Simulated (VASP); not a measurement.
Crystal: SiO2 (rutile type).

```
Si O
1.0
     4.49644    0.00000    0.00000
     0.00000    4.49644    0.00000
     0.00000    0.00000    2.96765
Si O
2 4
Direct
  0.00000 0.00000 0.00000
  0.50000 0.50000 0.50000
  0.30500 0.30500 0.00000
  0.69500 0.69500 0.00000
  0.80500 0.19500 0.50000
  0.19500 0.80500 0.50000
```

| Property | Result |
| --- | --- |
| Program | VASP 6.6.1 |
| Task | relaxation of cell and atoms |
| Functional | r2SCAN |
| Potentials or basis | VASP PAW PBE potentials, release 64 (Si, O) |
| Cutoff | 600 eV |
| k mesh | 8 × 8 × 11 |
| Occupations | fermi-dirac, width 0.08 eV |
| Spin | no spin polarisation |

At the start: pressure -50.7 GPa; volume 10.00 Å³/atom.

**Question.** Where does the relaxation end?

**Answer.** Over 9 steps the energy falls by 454.5 meV/atom and the volume is 7.79 Å³/atom (-22.1 %); space group P4_2/mnm (No. 136, to 0.1 Å) before and after.

The path:
| step | energy change (eV) | largest force (eV/Å) | pressure (GPa) | volume (Å³) |
| --- | --- | --- | --- | --- |
| 1 | 0.0000 | 0.8969 | -50.65 | 60.00 |
| 2 | 1.5803 | 4.7563 | 151.14 | 36.47 |
| 3 | -2.7050 | 0.2501 | -5.31 | 47.61 |
| 4 | -2.7158 | 0.3497 | -1.75 | 47.12 |
| 5 | -2.7168 | 0.3998 | 0.07 | 46.88 |
| 6 | -2.7235 | 0.1902 | -0.20 | 46.72 |
| 7 | -2.7264 | 0.0148 | -0.15 | 46.78 |
| 8 | -2.7268 | 0.0025 | -0.02 | 46.73 |
| 9 | -2.7268 | 0.0017 | 0.02 | 46.72 |

Final structure:
```xyz
6
Lattice="4.1813 0.0000 0.0000 0.0000 4.1813 0.0000 0.0000 0.0000 2.6723" Properties=species:S:1:pos:R:3 pbc="T T T"
Si    0.0000    0.0000    0.0000
Si    2.0907    2.0907    1.3361
O     1.2791    1.2791    2.6723
O     2.9022    2.9022    0.0000
O     3.3698    0.8115    1.3361
O     0.8115    3.3698    1.3361
```

Caveat: the volume moved by over 15 % at a fixed basis, so the end points are rough; the PAW data sets were made with another functional, which shifts forces and pressure a little.
